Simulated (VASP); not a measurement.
Runs of VASP 6.6.1 on HfC. The structure is that of space group Fm-3m (No. 225), or close to it. The cells are those of the table. 

```csv
cell,gap on the mesh (eV),pressure (GPa)
"a = 3.288 Å, angles 60.0°, 2 atoms",none,-3.9
"a = 3.264 Å, angles 60.0°, 2 atoms",none,1.4
"a = 3.316 Å, angles 60.0°, 2 atoms",none,-9.4
"a = 3.251 Å, angles 60.0°, 2 atoms",none,4.5
"a = 3.294 Å, angles 60.0°, 2 atoms",none,(a)
"a = 3.228 Å, angles 60.0°, 2 atoms",none,10.1
"a = 3.273 Å, angles 60.0°, 2 atoms",none,(b)
```

Alike in all rows: task single point; level PBE+D4; potentials or basis VASP PAW PBE potentials, release 64 (Hf_pv, C); no spin polarisation; k mesh 8 × 8 × 8; cutoff (eV) 520; smearing gaussian 0.05 eV.

Question: Fill in the values left out.

Answer: (a) -5.2; (b) -0.6.

Caveats: spin-orbit coupling is left out, which moves the levels of the heavy elements; pairwise dispersion overbinds metals, which lowers pressure and volume.

A k mesh can miss the band edges, and the runs leave out spin-orbit coupling on Hf.

A gap of «none» marks levels without a gap at the run's occupations.
